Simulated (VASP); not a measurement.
# KZnF3 (Pm-3m) in VASP: further runs

Runs on KZnF3. Level: LDA. Tasks: single point, relaxation of cell and atoms.

All numbers are computed with VASP 6.6.1; they aren't measurements. Logs are shortened: lines on timing, memory, paths and dates and some standing lists are left out, and cuts for length are marked.

### Step 1. The cell of the first run

The structure is cubic, space group Pm-3m (No. 221). The conventional cell has a = 3.973 Å, b = 3.973 Å, c = 3.973 Å, α = 90.00°, β = 90.00°, γ = 90.00°. K (site symmetry m-3m) has 12 F at 2.81 Å and 8 Zn at 3.44 Å within 3.7 Å. Zn (site symmetry m-3m) has 6 F at 1.99 Å within 2.6 Å. F (site symmetry 4/mmm) has 2 Zn at 1.99 Å within 2.6 Å.

### Step 2. Single point, LDA

The input, INCAR:

```
ALGO = Normal
EDIFF = 1E-7
ENCUT = 520
GGA = CA
ISIF = 2
ISMEAR = 0
LASPH = True
LCHARG = True
LELF = True
LREAL = False
LVHAR = True
LWAVE = False
NBANDS = 29
NELM = 100
PREC = Accurate
SIGMA = 0.02
```

The input, KPOINTS:

```
k-points
0
Gamma
  6 6 6
```

The input, POSCAR:

```
KZnF3
1.0
    3.9734716052      0.0000000000      0.0000000000
    0.0000000000      3.9734716052      0.0000000000
    0.0000000000      0.0000000000      3.9734716052
K Zn F
1 1 3
Direct
    0.0000000000      0.0000000000      0.0000000000
    0.5000000000      0.5000000000      0.5000000000
    0.5000000000      0.5000000000      0.0000000000
    0.0000000000      0.5000000000      0.5000000000
    0.5000000000      0.0000000000      0.5000000000
```

Potentials or basis: VASP PAW LDA potentials, release 64 (K_sv, Zn, F).

The run is started by

```console
> cat potpaw_LDA.64/K_sv/POTCAR potpaw_LDA.64/Zn/POTCAR potpaw_LDA.64/F/POTCAR > POTCAR
> mpirun -np 1 vasp_std > vasp.out
```

OUTCAR:

```text
EDIFF = 1E-7
   ENCUT = 520
   GGA = CA
   ISIF = 2
   ISMEAR = 0
   LASPH = True
   LREAL = False
   NELM = 100
   PREC = Accurate

 ion  position               nearest neighbor table
   1  0.000  0.000  0.000-   3 2.81   4 2.81   5 2.81   4 2.81   5 2.81   3 2.81   4 2.81   4 2.81
                             3 2.81   5 2.81   5 2.81   3 2.81
   2  0.500  0.500  0.500-   3 1.99   4 1.99   5 1.99   3 1.99   5 1.99   4 1.99
   3  0.500  0.500  0.000-   2 1.99   2 1.99   1 2.81   1 2.81   1 2.81   1 2.81
   4  0.000  0.500  0.500-   2 1.99   2 1.99   1 2.81   1 2.81   1 2.81   1 2.81
   5  0.500  0.000  0.500-   2 1.99   2 1.99   1 2.81   1 2.81   1 2.81   1 2.81

  LATTYP: Found a simple cubic cell.
 ALAT       =     3.9734716052

  Lattice vectors:

 A1 = (   3.9734716052,   0.0000000000,   0.0000000000)
 A2 = (   0.0000000000,   3.9734716052,   0.0000000000)
 A3 = (   0.0000000000,   0.0000000000,   3.9734716052)

Analysis of symmetry for initial positions (statically):
=====================================================================
 Subroutine PRICEL returns:
 Original cell was already a primitive cell.

 Routine SETGRP: Setting up the symmetry group for a
 simple cubic supercell.

 Subroutine GETGRP returns: Found 48 space group operations
 (whereof 48 operations were pure point group operations)
 out of a pool of 48 trial point group operations.

The static configuration has the point symmetry O_h .

Analysis of symmetry for dynamics (positions and initial velocities):
=====================================================================
 Subroutine PRICEL returns:
 Original cell was already a primitive cell.

 Routine SETGRP: Setting up the symmetry group for a
 simple cubic supercell.

 Subroutine GETGRP returns: Found 48 space group operations
 (whereof 48 operations were pure point group operations)
 out of a pool of 48 trial point group operations.

The dynamic configuration has the point symmetry O_h .

 Subroutine INISYM returns: Found 48 space group operations
 (whereof 48 operations are pure point group operations),
 and found     1 'primitive' translations

----------------------------------------------------------------------------------------

                                     Primitive cell

  volume of cell :      62.7351

  direct lattice vectors                    reciprocal lattice vectors
     3.973471605  0.000000000  0.000000000     0.251669094  0.000000000  0.000000000
     0.000000000  3.973471605  0.000000000     0.000000000  0.251669094  0.000000000
     0.000000000  0.000000000  3.973471605     0.000000000  0.000000000  0.251669094

  length of vectors
     3.973471605  3.973471605  3.973471605     0.251669094  0.251669094  0.251669094

  position of ions in fractional coordinates (direct lattice)
     0.000000000  0.000000000  0.000000000
     0.500000000  0.500000000  0.500000000
     0.500000000  0.500000000  0.000000000
     0.000000000  0.500000000  0.500000000
     0.500000000  0.000000000  0.500000000

  ion indices of the primitive-cell ions
   primitive index   ion index
                 1           1
                 2           2
                 3           3
                 4           4
                 5           5

----------------------------------------------------------------------------------------

 KPOINTS: k-points

Automatic generation of k-mesh.
 Grid dimensions read from file:
 generate k-points for:    6    6    6

 Generating k-lattice:

  Cartesian coordinates                     Fractional coordinates (reciprocal lattice)
     0.041944849  0.000000000  0.000000000     0.166666667  0.000000000  0.000000000
     0.000000000  0.041944849  0.000000000     0.000000000  0.166666667  0.000000000
     0.000000000  0.000000000  0.041944849     0.000000000  0.000000000  0.166666667

  Length of vectors
     0.041944849  0.041944849  0.041944849

  Shift w.r.t. Gamma in fractional coordinates (k-lattice)
     0.000000000  0.000000000  0.000000000

 Subroutine IBZKPT returns following result:
 ===========================================

 Found     20 irreducible k-points:

 Following reciprocal coordinates:
            Coordinates               Weight
  0.000000  0.000000  0.000000      1.000000
  0.166667  0.000000  0.000000      6.000000
  0.333333  0.000000  0.000000      6.000000
  0.500000  0.000000  0.000000      3.000000
  0.166667  0.166667  0.000000     12.000000
  0.333333  0.166667  0.000000     24.000000
[... 12 lines left out ...]
  0.500000  0.500000  0.333333      6.000000
  0.500000  0.500000  0.500000      1.000000
   k-points           NKPTS =     20   k-points in BZ     NKDIM =     20   number of bands    NBANDS=     29
   number of dos      NEDOS =    301   number of ions     NIONS =      5
   total plane-waves  NPLWV =  27000
   dimension x,y,z NGX =    30 NGY =   30 NGZ =   30
   dimension x,y,z NGXF=    60 NGYF=   60 NGZF=   60
   ions per type =               1   1   3
   NGX,Y,Z   is equivalent  to a cutoff of  12.55, 12.55, 12.55 a.u.
   NGXF,Y,Z  is equivalent  to a cutoff of  25.10, 25.10, 25.10 a.u.
 SYSTEM =  unknown system
   PREC   = accura    normal or accurate (medium, high low for compatibility)
   ISTART =      0    job   : 0-new  1-cont  2-samecut
   ICHARG =      2    charge: 1-file 2-atom 10-const
   ISPIN  =      1    spin polarized calculation?
   LNONCOLLINEAR =      F non collinear calculations
   LSORBIT =      F    spin-orbit coupling
   LASPH  =      T    aspherical Exc in radial PAW
   ENCUT  =  520.0 eV  38.22 Ry    6.18 a.u.   7.39  7.39  7.39*2*pi/ulx,y,z
   NELM   =    100;   NELMIN=  2; NELMDL= -5     # of ELM steps
   EDIFF  = 0.1E-06   stopping-criterion for ELM
   LREAL  =      F    real-space projection
   EDIFFG = 0.1E-05   stopping-criterion for IOM
   NSW    =      0    number of steps for IOM
   IBRION =     -1    ionic relax: 0-MD 1-quasi-New 2-CG
   NFREE  =      0    steps in history (QN), initial steepest desc. (CG)
   ISIF   =      2    stress and relaxation
   ISYM   =      2    0-nonsym 1-usesym 2-fastsym
   POTIM  = 0.5000    time-step for ionic-motion
   TEBEG  =    0.0;   TEEND  =   0.0 temperature during run
   PSTRESS=    0.0 pullay stress
   NELECT =      42.0000    total number of electrons
   NUPDOWN=      -1.0000    fix difference up-down
   EMIN   =  10.00;   EMAX   =-10.00  energy-range for DOS
   EFERMI =   0.00;   METHOD = LEGACY
   ISMEAR =     0;   SIGMA  =   0.02  broadening in eV -4-tet -1-fermi 0-gaus
   EFERMI_NEDOS =   21; number of points for ismear=-14 and -15
   IALGO  =     38    algorithm
   IMIX   =      4    mixing-type and parameters
     AMIX     =   0.40;   BMIX     =  1.00
     AMIX_MAG =   1.60;   BMIX_MAG =  1.00
  volume/ion in A,a.u.               =      12.55        84.67
  Fermi-wavevector in a.u.,A,eV,Ry     =   1.432148  2.706367 27.906190  2.051047
  Thomas-Fermi vector in A             =   2.551807
   LORBIT       =      0    0 simple, 1 ext, 2 COOP (PROOUT), +10 PAW based schemes
   GGA     = CA    functional components
   LHFCALC =     F    Hartree Fock is set to
   AEXX    =    0.0000 exact exchange contribution
   IVDW    =     0    specifies the selected vdW correction
   LEPSILON=     F    determine dielectric tensor
   LRPA    =     F    only Hartree local field effects (RPA)
 non-spin polarized calculation
 Gauss-broadening in eV      SIGMA  =   0.02
  energy-cutoff  :      520.00
  volume of cell :       62.74
 maximum number of plane-waves:      1743
 NGX is ok and might be reduce to    30
   NGX = 15   NGY = 15   NGZ = 15

 number of electron      41.9999992 magnetization

 Free energy of the ion-electron system (eV)
  ---------------------------------------------------
  ext. energy  EPLUGINS =         0.00000000
  ---------------------------------------------------
  free energy    TOTEN  =       -23.10423727 eV

  energy without entropy =      -23.10423727  energy(sigma->0) =      -23.10423727

 E-fermi :  -0.3895     XC(G=0): -10.8973

 val. band max:       -0.5838717489   @ k =   0.5000   0.5000   0.5000
 cond. band min:       3.1638124185   @ k =   0.0000   0.0000   0.0000
 fundamental gap:      3.7476841674
 Fermi energy:        -0.3894976677

 k-point     1 :       0.0000    0.0000    0.0000
  band No.  band energies     occupation
      1     -27.3397      2.00000
      2     -22.2534      2.00000
      3     -21.5025      2.00000
      4     -21.5025      2.00000
      5     -11.0863      2.00000
      6     -11.0863      2.00000
[... 21 lines left out ...]
     28      10.1767      0.00000
     29      13.6103      0.00000

 k-point     2 :       0.1667    0.0000    0.0000
  band No.  band energies     occupation
      1     -27.3307      2.00000
      2     -22.2175      2.00000
      3     -21.5377      2.00000
      4     -21.4995      2.00000
      5     -11.0797      2.00000
      6     -11.0696      2.00000
[... 21 lines left out ...]
     28      10.2574      0.00000
     29      13.3845      0.00000

 k-point     3 :       0.3333    0.0000    0.0000
  band No.  band energies     occupation
      1     -27.3128      2.00000
      2     -22.1342      2.00000
      3     -21.6215      2.00000
      4     -21.4947      2.00000
      5     -11.0663      2.00000
      6     -11.0357      2.00000
[... 21 lines left out ...]
     28      10.4343      0.00000
     29      12.9035      0.00000

 k-point     4 :       0.5000    0.0000    0.0000
  band No.  band energies     occupation
      1     -27.3037      2.00000
      2     -22.0822      2.00000
      3     -21.6734      2.00000
      4     -21.4918      2.00000
      5     -11.0596      2.00000
      6     -11.0185      2.00000
[... 21 lines left out ...]
     28      11.4833      0.00000
     29      11.9423      0.00000

 k-point     5 :       0.1667    0.1667    0.0000
  band No.  band energies     occupation
      1     -27.3225      2.00000
      2     -22.1795      2.00000
      3     -21.5521      2.00000
      4     -21.5170      2.00000
      5     -11.1032      2.00000
      6     -11.0534      2.00000
[... 21 lines left out ...]
     28      10.3139      0.00000
     29      12.9478      0.00000
[... 382 lines left out ...]
     28      10.8955      0.00000
     29      12.3989      0.00000

 k-point    18 :       0.5000    0.3333    0.3333
  band No.  band energies     occupation
      1     -27.2716      2.00000
      2     -21.7816      2.00000
      3     -21.6838      2.00000
      4     -21.6303      2.00000
      5     -11.2393      2.00000
      6     -11.2368      2.00000
[... 21 lines left out ...]
     28      11.9036      0.00000
     29      11.9174      0.00000

 k-point    19 :       0.5000    0.5000    0.3333
  band No.  band energies     occupation
      1     -27.2670      2.00000
      2     -21.7006      2.00000
      3     -21.6808      2.00000
      4     -21.6808      2.00000
      5     -11.2727      2.00000
      6     -11.2727      2.00000
[... 21 lines left out ...]
     28      11.9559      0.00000
     29      12.2948      0.00000

 k-point    20 :       0.5000    0.5000    0.5000
  band No.  band energies     occupation
      1     -27.2630      2.00000
      2     -21.6744      2.00000
      3     -21.6744      2.00000
      4     -21.6744      2.00000
      5     -11.3087      2.00000
      6     -11.3087      2.00000
[... 21 lines left out ...]
     28      11.8956      0.00000
     29      12.7862      0.00000

------------------------ aborting loop because EDIFF is reached ----------------------------------------

  FORCE on cell =-STRESS in cart. coord.  units (eV):
  Direction    XX          YY          ZZ          XY          YZ          ZX
  --------------------------------------------------------------------------------------
  -------------------------------------------------------------------------------------
  Total        0.2242500      0.2242500      0.2242500     -0.0000000     -0.0000000      0.0000000
  in kB        5.7270722      5.7270722      5.7270722     -0.0000000     -0.0000000      0.0000000
  external PRESSURE =       5.7270722 kB  Pullay stress =       0.0000000 kB

 VOLUME and BASIS-vectors are now :
 -----------------------------------------------------------------------------
  energy-cutoff  :      520.00
  volume of cell :       62.74
      direct lattice vectors                 reciprocal lattice vectors
     3.973471605  0.000000000  0.000000000     0.251669094  0.000000000  0.000000000
     0.000000000  3.973471605  0.000000000     0.000000000  0.251669094  0.000000000
     0.000000000  0.000000000  3.973471605     0.000000000  0.000000000  0.251669094

 POSITION                                       TOTAL-FORCE (eV/Angst)
 -----------------------------------------------------------------------------------
      0.00000      0.00000      0.00000         0.000000      0.000000      0.000000
      1.98674      1.98674      1.98674         0.000000      0.000000      0.000000
      1.98674      1.98674      0.00000         0.000000      0.000000      0.000000
      0.00000      1.98674      1.98674         0.000000      0.000000      0.000000
      1.98674      0.00000      1.98674         0.000000      0.000000      0.000000
 -----------------------------------------------------------------------------------
    total drift:                                0.000000      0.000000     -0.000000

  FREE ENERGIE OF THE ION-ELECTRON SYSTEM (eV)
  ---------------------------------------------------
  free  energy   TOTEN  =       -23.1042372689 eV

  energy  without entropy=      -23.1042372689  energy(sigma->0) =      -23.10423727
```

It took 32 s on 1 thread of Intel Xeon Platinum 8375C at 2.90GHz (Ice Lake), shared host; peak memory 0.17 GiB.

Results:

| Item | Value |
| --- | --- |
| Free energy | -23.1042 eV |
| Pressure | 0.6 GPa |
| Band gap on the k mesh | 3.75 eV, indirect (least direct gap 5.89 eV) |

Levels at points of the mesh, in eV from the valence-band top:
| k point | band 18 | band 19 | band 20 | band 21 | band 22 | band 23 | band 24 | band 25 |
| --- | --- | --- | --- | --- | --- | --- | --- | --- |
| (0.00, 0.00, 0.00) | -2.40 | -2.14 | -2.14 | -2.14 | 3.75 | 8.21 | 8.21 | 9.20 |
| (0.50, 0.00, 0.00) | -2.36 | -1.91 | -1.91 | -1.66 | 6.70 | 8.08 | 9.28 | 10.91 |
| (0.50, 0.50, 0.00) | -2.01 | -2.01 | -1.78 | 0.00 | 8.10 | 9.88 | 10.08 | 10.08 |
| (0.50, 0.50, 0.50) | -1.75 | -1.75 | 0.00 | 0.00 | 8.13 | 8.13 | 8.13 | 10.51 |

A k mesh can miss the band edges.

### Step 3. Relaxation of cell and atoms, LDA

This run uses another cell than the first one, of 13.29 Å³/atom, 1.059 times its volume.

The input, INCAR:

```
PREC     = Accurate       # precision mode
ENCUT    = 600            # plane-wave cutoff, eV
EDIFF    = 1E-6           # SCF threshold, eV
ISMEAR   = 0              # smearing method
SIGMA    = 0.02           # smearing width, eV
LREAL    = False          # projectors in reciprocal space
LASPH    = True           # aspherical terms in the spheres
NELM     = 80             # most SCF steps
ALGO     = Normal         # electronic algorithm
ISIF     = 3              # what is computed and relaxed
LWAVE    = False          # write WAVECAR
LCHARG   = False          # write CHGCAR
IBRION   = 2              # ionic algorithm
NSW      = 100            # ionic steps
EDIFFG   = -0.005         # ionic threshold
```

The input, KPOINTS:

```
regular mesh
0
Gamma
  6 6 6
```

POSCAR, as its differences from that of step 2:

```diff
@@ -2,5 +2,5 @@
 1.0
-    3.9734716052      0.0000000000      0.0000000000
-    0.0000000000      3.9734716052      0.0000000000
-    0.0000000000      0.0000000000      3.9734716052
+    4.0500000000      0.0000000000      0.0000000000
+    0.0000000000      4.0500000000      0.0000000000
+    0.0000000000      0.0000000000      4.0500000000
 K Zn F
```

Potentials or basis: VASP PAW LDA potentials, release 64 (K_sv, Zn, F).

The run is started by

```console
> cat potpaw_LDA.64/K_sv/POTCAR potpaw_LDA.64/Zn/POTCAR potpaw_LDA.64/F/POTCAR > POTCAR
> mpirun -np 1 vasp_std > vasp.out
```

Run time: 35 s. Hardware: 1 thread of Intel Xeon Platinum 8375C at 2.90GHz (Ice Lake), shared host; peak memory 0.18 GiB.

Results (log left out):

- Free energy: -23.1215 eV
- Relaxed volume: 12.59 Å³/atom
- Relaxed cell: a = 3.978 Å, b = 3.978 Å, c = 3.978 Å, α = 90.00°, β = 90.00°, γ = 90.00°
- Space group after relaxing (to 0.05 Å): Pm-3m (No. 221)
- Energy gained by relaxing: 10.2 meV/atom
- Ionic steps: 2
- Pressure after relaxing: 0.0 GPa
- Band gap on the k mesh: 3.74 eV, indirect (least direct gap 5.86 eV)

The path:
```
step  energy change (eV)  largest force (eV/Å)  pressure (GPa)  volume (Å³)
   1              0.0000                0.0000           -4.43        66.43
   2             -0.0510                0.0000            0.00        62.96
```

Final structure:
```
K Zn F
1.0
     3.97819    0.00000    0.00000
     0.00000    3.97819    0.00000
     0.00000    0.00000    3.97819
K Zn F
1 1 3
Direct
  0.00000 0.00000 0.00000
  0.50000 0.50000 0.50000
  0.50000 0.50000 0.00000
  0.00000 0.50000 0.50000
  0.50000 0.00000 0.50000
```

Levels at points of the mesh, in eV from the valence-band top:
| k point | band 17 | band 18 | band 19 | band 20 | band 21 | band 22 | band 23 | band 24 | band 25 |
| --- | --- | --- | --- | --- | --- | --- | --- | --- | --- |
| (0.00, 0.00, 0.00) | -2.38 | -2.38 | -2.12 | -2.12 | -2.12 | 3.74 | 8.23 | 8.23 | 9.19 |
| (0.50, 0.00, 0.00) | -2.33 | -2.33 | -1.89 | -1.89 | -1.66 | 6.68 | 8.08 | 9.29 | 10.92 |
| (0.50, 0.50, 0.00) | -2.23 | -2.00 | -2.00 | -1.75 | 0.00 | 8.09 | 9.88 | 10.07 | 10.07 |
| (0.50, 0.50, 0.50) | -1.73 | -1.73 | -1.73 | 0.00 | 0.00 | 8.14 | 8.14 | 8.14 | 10.48 |

A k mesh can miss the band edges. Zero-point motion and thermal expansion aren't in these numbers.
